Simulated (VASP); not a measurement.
# CaO (P4mm) in VASP: notebook

The runs below take CaO through single point, with LDA.

Program: VASP 6.6.1. These are calculated values, not measurements. Logs are shortened: lines on timing, memory, paths and dates and some standing lists are left out, and cuts for length are marked.

## 1. The cell of the first run

Symmetry: P4mm, No. 99, tetragonal system. Conventional cell: a = 4.898 Å, b = 4.898 Å, c = 4.898 Å, α = 90.00°, β = 90.00°, γ = 90.00°. Ca (site symmetry 4mm) has 6 O at 2.45 Å within 3.2 Å. Within 2.6 Å of Ca (site symmetry 4mm) lie 5 O at 1.95 to 2.45 Å. Ca (site symmetry 2mm) has 6 O at 2.45 to 2.50 Å within 3.2 Å. O (site symmetry 4mm) has 5 Ca at 1.95 to 2.50 Å within 2.6 Å. Within 3.2 Å of O (site symmetry 4mm) lie 6 Ca at 2.45 Å. O (site symmetry 2mm) has 6 Ca at 2.45 Å and 2 O at 3.13 Å within 3.2 Å.

## 2. Single point, LDA (atom 5 (O) moved +0.500 Å towards its neighbour atom 2 (Ca) at 2.449 Å)

Contents of INCAR:

```
SYSTEM = CaO
PREC = Accurate
ENCUT = 520
EDIFF = 1E-6
ISMEAR = 0
SIGMA = 0.05
LREAL = .False.
LASPH = .True.
NELM = 60
ALGO = Normal
ISIF = 2
LWAVE = .False.
LCHARG = .True.
LELF = .True.
LVHAR = .True.
NBANDS = 42
```

Contents of KPOINTS:

```
regular mesh
0
Gamma
  6 6 6
  0 0 0
```

Contents of POSCAR:

```
CaO
1.0
    4.8980000000      0.0000000000      0.0000000000
    0.0000000000     -4.8980000000      0.0000000000
    0.0000000000      0.0000000000     -4.8980000000
Ca O
4 4
Direct
    0.0000000000      0.5000000000      0.5000000000
    0.5000000000      0.0000000000      0.5000000000
    0.5000000000      0.5000000000      0.0000000000
    0.0000000000      0.0000000000      0.0000000000
    0.5000000000      0.0000000000     -0.1020824826
    0.0000000000      0.5000000000      0.0000000000
    0.0000000000      0.0000000000      0.5000000000
    0.5000000000      0.5000000000      0.5000000000
```

Potentials or basis: VASP PAW LDA potentials, release 64 (Ca_sv, O).

Command:

```bash
> cat potpaw_LDA.64/Ca_sv/POTCAR potpaw_LDA.64/O/POTCAR > POTCAR
> mpirun -np 1 vasp_std > vasp.out
```

OUTCAR:

```text
SYSTEM = CaO
   PREC = Accurate
   ENCUT = 520
   EDIFF = 1E-6
   ISMEAR = 0
   LREAL = .False.
   LASPH = .True.
   NELM = 60
   ISIF = 2

 ion  position               nearest neighbor table
   1  0.000  0.500  0.500-   6 2.45   7 2.45   8 2.45   6 2.45   7 2.45   8 2.45
   2  0.500  0.000  0.500-   5 1.95   7 2.45   8 2.45   8 2.45   7 2.45
   3  0.500  0.500  0.000-   6 2.45   8 2.45   8 2.45   6 2.45   5 2.50   5 2.50
   4  0.000  0.000  0.000-   6 2.45   7 2.45   7 2.45   6 2.45   5 2.50   5 2.50
   5  0.500  0.000  0.898-   2 1.95   3 2.50   4 2.50   3 2.50   4 2.50
   6  0.000  0.500  0.000-   1 2.45   3 2.45   4 2.45   1 2.45   4 2.45   3 2.45
   7  0.000  0.000  0.500-   1 2.45   2 2.45   4 2.45   4 2.45   1 2.45   2 2.45
   8  0.500  0.500  0.500-   1 2.45   2 2.45   3 2.45   3 2.45   2 2.45   1 2.45

  LATTYP: Found a simple cubic cell.
 ALAT       =     4.8980000000

  Lattice vectors:

 A1 = (   4.8980000000,   0.0000000000,   0.0000000000)
 A2 = (   0.0000000000,  -4.8980000000,   0.0000000000)
 A3 = (   0.0000000000,   0.0000000000,  -4.8980000000)

Analysis of symmetry for initial positions (statically):
=====================================================================
 Subroutine PRICEL returns:
 Original cell was already a primitive cell.

 Routine SETGRP: Setting up the symmetry group for a
 simple cubic supercell.

 Subroutine GETGRP returns: Found  8 space group operations
 (whereof  4 operations were pure point group operations)
 out of a pool of 48 trial point group operations.

The static configuration has the point symmetry C_2v.
 The point group associated with its full space group is C_4v.

Analysis of symmetry for dynamics (positions and initial velocities):
=====================================================================
 Subroutine PRICEL returns:
 Original cell was already a primitive cell.

 Routine SETGRP: Setting up the symmetry group for a
 simple cubic supercell.

 Subroutine GETGRP returns: Found  8 space group operations
 (whereof  4 operations were pure point group operations)
 out of a pool of 48 trial point group operations.

The dynamic configuration has the point symmetry C_2v.
 The point group associated with its full space group is C_4v.

 Subroutine INISYM returns: Found  8 space group operations
 (whereof  4 operations are pure point group operations),
 and found     1 'primitive' translations

----------------------------------------------------------------------------------------

                                     Primitive cell

  volume of cell :     117.5050

  direct lattice vectors                    reciprocal lattice vectors
     4.898000000  0.000000000  0.000000000     0.204164965  0.000000000  0.000000000
     0.000000000 -4.898000000  0.000000000     0.000000000 -0.204164965  0.000000000
     0.000000000  0.000000000 -4.898000000     0.000000000  0.000000000 -0.204164965

  length of vectors
     4.898000000  4.898000000  4.898000000     0.204164965  0.204164965  0.204164965

  position of ions in fractional coordinates (direct lattice)
     0.000000000  0.500000000  0.500000000
     0.500000000  0.000000000  0.500000000
     0.500000000  0.500000000  0.000000000
     0.000000000  0.000000000  0.000000000
     0.500000000  0.000000000  0.897917517
     0.000000000  0.500000000  0.000000000
     0.000000000  0.000000000  0.500000000
     0.500000000  0.500000000  0.500000000

  ion indices of the primitive-cell ions
   primitive index   ion index
                 1           1
                 2           2
                 3           3
                 4           4
                 5           5
                 6           6
                 7           7
                 8           8

----------------------------------------------------------------------------------------

 KPOINTS: regular mesh

Automatic generation of k-mesh.
 Grid dimensions read from file:
 generate k-points for:    6    6    6

 Generating k-lattice:

  Cartesian coordinates                     Fractional coordinates (reciprocal lattice)
     0.034027494  0.000000000  0.000000000     0.166666667  0.000000000  0.000000000
     0.000000000 -0.034027494  0.000000000     0.000000000  0.166666667  0.000000000
     0.000000000  0.000000000 -0.034027494     0.000000000  0.000000000  0.166666667

  Length of vectors
     0.034027494  0.034027494  0.034027494

  Shift w.r.t. Gamma in fractional coordinates (k-lattice)
     0.000000000  0.000000000  0.000000000

 Subroutine IBZKPT returns following result:
 ===========================================

 Found     40 irreducible k-points:

 Following reciprocal coordinates:
            Coordinates               Weight
  0.000000  0.000000  0.000000      1.000000
  0.166667  0.000000  0.000000      4.000000
  0.000000  0.000000  0.166667      2.000000
  0.333333  0.000000  0.000000      4.000000
  0.000000  0.000000  0.333333      2.000000
  0.500000  0.000000  0.000000      2.000000
[... 16 lines left out ...]
  0.166667  0.166667  0.166667      8.000000
  0.333333  0.166667  0.166667     16.000000
 [... further k-points ...]
   k-points           NKPTS =     40   k-points in BZ     NKDIM =     40   number of bands    NBANDS=     42
   number of dos      NEDOS =    301   number of ions     NIONS =      8
   total plane-waves  NPLWV =  46656
   dimension x,y,z NGX =    36 NGY =   36 NGZ =   36
   dimension x,y,z NGXF=    72 NGYF=   72 NGZF=   72
   ions per type =               4   4
   NGX,Y,Z   is equivalent  to a cutoff of  12.22, 12.22, 12.22 a.u.
   NGXF,Y,Z  is equivalent  to a cutoff of  24.44, 24.44, 24.44 a.u.
 SYSTEM =  CaO
   PREC   = accura    normal or accurate (medium, high low for compatibility)
   ISTART =      0    job   : 0-new  1-cont  2-samecut
   ICHARG =      2    charge: 1-file 2-atom 10-const
   ISPIN  =      1    spin polarized calculation?
   LNONCOLLINEAR =      F non collinear calculations
   LSORBIT =      F    spin-orbit coupling
   LASPH  =      T    aspherical Exc in radial PAW
   ENCUT  =  520.0 eV  38.22 Ry    6.18 a.u.   9.11  9.11  9.11*2*pi/ulx,y,z
   NELM   =     60;   NELMIN=  2; NELMDL= -5     # of ELM steps
   EDIFF  = 0.1E-05   stopping-criterion for ELM
   LREAL  =      F    real-space projection
   EDIFFG = 0.1E-04   stopping-criterion for IOM
   NSW    =      0    number of steps for IOM
   IBRION =     -1    ionic relax: 0-MD 1-quasi-New 2-CG
   NFREE  =      0    steps in history (QN), initial steepest desc. (CG)
   ISIF   =      2    stress and relaxation
   ISYM   =      2    0-nonsym 1-usesym 2-fastsym
   POTIM  = 0.5000    time-step for ionic-motion
   TEBEG  =    0.0;   TEEND  =   0.0 temperature during run
   PSTRESS=    0.0 pullay stress
   NELECT =      64.0000    total number of electrons
   NUPDOWN=      -1.0000    fix difference up-down
   EMIN   =  10.00;   EMAX   =-10.00  energy-range for DOS
   EFERMI =   0.00;   METHOD = LEGACY
   ISMEAR =     0;   SIGMA  =   0.05  broadening in eV -4-tet -1-fermi 0-gaus
   EFERMI_NEDOS =   21; number of points for ismear=-14 and -15
   IALGO  =     38    algorithm
   IMIX   =      4    mixing-type and parameters
     AMIX     =   0.40;   BMIX     =  1.00
     AMIX_MAG =   1.60;   BMIX_MAG =  1.00
  volume/ion in A,a.u.               =      14.69        99.12
  Fermi-wavevector in a.u.,A,eV,Ry     =   1.336953  2.526474 24.319632  1.787443
  Thomas-Fermi vector in A             =   2.465539
   LORBIT       =      0    0 simple, 1 ext, 2 COOP (PROOUT), +10 PAW based schemes
   GGA     = CA    functional components
   LHFCALC =     F    Hartree Fock is set to
   AEXX    =    0.0000 exact exchange contribution
   IVDW    =     0    specifies the selected vdW correction
   LEPSILON=     F    determine dielectric tensor
   LRPA    =     F    only Hartree local field effects (RPA)
 non-spin polarized calculation
 Gauss-broadening in eV      SIGMA  =   0.05
  energy-cutoff  :      520.00
  volume of cell :      117.50
 maximum number of plane-waves:      3184
   NGX = 19   NGY = 19   NGZ = 19

 number of electron      63.9999998 magnetization

 Free energy of the ion-electron system (eV)
  ---------------------------------------------------
  ext. energy  EPLUGINS =         0.00000000
  ---------------------------------------------------
  free energy    TOTEN  =       -55.67194334 eV

  energy without entropy =      -55.67194334  energy(sigma->0) =      -55.67194334

 E-fermi :   1.9483     XC(G=0): -10.7341

 val. band max:        1.7051595456   @ k =   0.0000   0.0000   0.0000
 cond. band min:       5.1792872943   @ k =   0.0000   0.0000   0.0000
 fundamental gap:      3.4741277487
 Fermi energy:         1.9482598093

 k-point     1 :       0.0000    0.0000    0.0000
  band No.  band energies     occupation
      1     -35.7527      2.00000
      2     -35.6897      2.00000
      3     -35.4596      2.00000
      4     -34.8755      2.00000
      5     -17.3573      2.00000
      6     -17.3071      2.00000
[... 34 lines left out ...]
     41       9.1138      0.00000
     42       9.2133      0.00000

 k-point     2 :       0.1667    0.0000    0.0000
  band No.  band energies     occupation
      1     -35.7479      2.00000
      2     -35.6933      2.00000
      3     -35.4598      2.00000
      4     -34.8759      2.00000
      5     -17.3735      2.00000
      6     -17.2878      2.00000
[... 34 lines left out ...]
     41       9.2229      0.00000
     42       9.3467      0.00000

 k-point     3 :       0.0000    0.0000    0.1667
  band No.  band energies     occupation
      1     -35.7506      2.00000
      2     -35.6895      2.00000
      3     -35.4609      2.00000
      4     -34.8758      2.00000
      5     -17.3557      2.00000
      6     -17.2949      2.00000
[... 897 lines left out ...]
      4     -34.8764      2.00000
      5     -17.4298      2.00000
      6     -17.3285      2.00000
[... 34 lines left out ...]
     41       9.3758      0.00000
     42       9.4925      0.00000

 k-point    24 :       0.3333    0.1667    0.1667
  band No.  band energies     occupation
      1     -35.7313      2.00000
      2     -35.7048      2.00000
      3     -35.4614      2.00000
      4     -34.8769      2.00000
      5     -17.4920      2.00000
      6     -17.3887      2.00000
[... 34 lines left out ...]
     41       9.0559      0.00000
     42       9.1540      0.00000

 [... further k-points ...]
[... 5 lines left out ...]
  --------------------------------------------------------------------------------------
  -------------------------------------------------------------------------------------
  Total       -7.9620789     -7.9620789     -2.4977826      0.0000000      0.0000000      0.0000000
  in kB     -108.5627208   -108.5627208    -34.0571950      0.0000000      0.0000000      0.0000000
  external PRESSURE =     -83.7275455 kB  Pullay stress =       0.0000000 kB

 VOLUME and BASIS-vectors are now :
 -----------------------------------------------------------------------------
  energy-cutoff  :      520.00
  volume of cell :      117.50
      direct lattice vectors                 reciprocal lattice vectors
     4.898000000  0.000000000  0.000000000     0.204164965  0.000000000  0.000000000
     0.000000000 -4.898000000  0.000000000     0.000000000 -0.204164965  0.000000000
     0.000000000  0.000000000 -4.898000000     0.000000000  0.000000000 -0.204164965

 POSITION                                       TOTAL-FORCE (eV/Angst)
 -----------------------------------------------------------------------------------
      0.00000     -2.44900     -2.44900         0.000000      0.000000     -0.155398
      2.44900      0.00000     -2.44900         0.000000      0.000000      2.037404
      2.44900     -2.44900      0.00000         0.000000      0.000000      0.647250
      0.00000      0.00000      0.00000         0.000000      0.000000      0.647250
      2.44900      0.00000     -4.39800         0.000000      0.000000     -4.139364
      0.00000     -2.44900      0.00000         0.000000      0.000000     -0.172521
      0.00000      0.00000     -2.44900         0.000000      0.000000      0.567690
      2.44900     -2.44900     -2.44900         0.000000      0.000000      0.567690
 -----------------------------------------------------------------------------------
    total drift:                                0.000000     -0.000000      0.000498

  FREE ENERGIE OF THE ION-ELECTRON SYSTEM (eV)
  ---------------------------------------------------
  free  energy   TOTEN  =       -55.6719433438 eV

  energy  without entropy=      -55.6719433438  energy(sigma->0) =      -55.67194334
```

Wall time 2.6 min (1 thread of Intel Xeon 6975P-C, shared host); peak memory 0.27 GiB.

What came out:

```yaml
Free_energy: -55.6719 eV
Pressure: -8.4 GPa
Largest_force: 4.139 eV/Å
Band_gap_on_the_k_mesh: 3.47 eV, direct
```

Forces in eV/Å, atoms in the order of the input:
```
Ca   0.000  0.000 -0.155
Ca   0.000  0.000  2.037
Ca   0.000  0.000  0.647
Ca   0.000  0.000  0.647
O    0.000  0.000 -4.139
O    0.000  0.000 -0.173
O    0.000  0.000  0.568
O    0.000  0.000  0.568
```

Stress tensor (GPa, compression positive):
```
-10.86   0.00   0.00
  0.00 -10.86   0.00
  0.00   0.00  -3.41
```

Caveat: the cell differs from its parent crystal (atom 5 (O) moved +0.500 Å towards its neighbour atom 2 (Ca) at 2.449 Å); forces of over 1 eV/Å act on the atoms, so gaps and moduli don't describe the material at rest.

## 3. Single point, LDA (atom 5 (O) moved +0.300 Å towards its neighbour atom 2 (Ca) at 2.449 Å)

Contents of INCAR:

```
SYSTEM = CaO
  PREC = Accurate
  ENCUT = 520
  EDIFF = 1E-6
  ISMEAR = 0
  SIGMA = 0.05
  LREAL = .False.
  LASPH = .True.
  NELM = 100
  ALGO = Normal
  ISIF = 2
  LWAVE = .False.
  LCHARG = .False.
  GGA = CA
  NBANDS = 42
```

Contents of KPOINTS:

```
Automatic mesh
0
Gamma
  6 6 6
  0 0 0
```

Edit POSCAR of step 2 so:

```diff
@@ -12,3 +12,3 @@
     0.0000000000      0.0000000000      0.0000000000
-    0.5000000000      0.0000000000     -0.1020824826
+    0.5000000000      0.0000000000     -0.0612494896
     0.0000000000      0.5000000000      0.0000000000
```

Potentials or basis: VASP PAW LDA potentials, release 64 (Ca_sv, O).

Command:

```bash
> cat potpaw_LDA.64/Ca_sv/POTCAR potpaw_LDA.64/O/POTCAR > POTCAR
> mpirun -np 1 vasp_std > vasp.out
```

It took 61 s on 1 thread of Intel Xeon 6975P-C (Granite Rapids), shared host; peak memory 0.26 GiB.

The run converged. Its results:

* Free energy: -56.2121 eV
* Pressure: -10.4 GPa
* Largest force: 1.596 eV/Å
* Band gap on the k mesh: 3.50 eV, direct

Forces in eV/Å, atoms in the order of the input:
```
Ca   0.000  0.000 -0.103
Ca   0.000  0.000  0.287
Ca   0.000  0.000  0.403
Ca   0.000  0.000  0.403
O    0.000  0.000 -1.596
O    0.000  0.000 -0.119
O    0.000  0.000  0.362
O    0.000  0.000  0.362
```

Stress tensor (GPa, compression positive):
```
-11.14   0.00   0.00
  0.00 -11.14   0.00
  0.00   0.00  -8.83
```

Levels at points of the mesh, in eV from the valence-band top:
| k point | band 29 | band 30 | band 31 | band 32 | band 33 | band 34 | band 35 | band 36 |
| --- | --- | --- | --- | --- | --- | --- | --- | --- |
| (0.00, 0.00, 0.00) | -0.34 | 0.00 | 0.00 | 0.00 | 3.50 | 3.63 | 3.63 | 4.09 |
| (0.50, 0.00, 0.00) | -0.30 | -0.28 | -0.28 | -0.27 | 4.51 | 4.60 | 5.50 | 5.86 |
| (0.00, 0.00, 0.50) | -0.37 | -0.37 | -0.20 | -0.20 | 4.47 | 4.60 | 5.83 | 5.83 |
| (0.50, 0.50, 0.00) | -0.85 | -0.71 | -0.71 | -0.71 | 5.47 | 6.09 | 6.09 | 6.17 |
| (0.00, 0.50, 0.50) | -0.95 | -0.87 | -0.79 | -0.63 | 5.85 | 6.17 | 6.25 | 6.51 |
| (0.50, 0.50, 0.50) | -1.07 | -1.05 | -1.05 | -1.05 | 6.45 | 6.63 | 6.63 | 6.72 |

Caveat: the cell differs from its parent crystal (atom 5 (O) moved +0.300 Å towards its neighbour atom 2 (Ca) at 2.449 Å); forces of over 1 eV/Å act on the atoms, so gaps and moduli don't describe the material at rest.
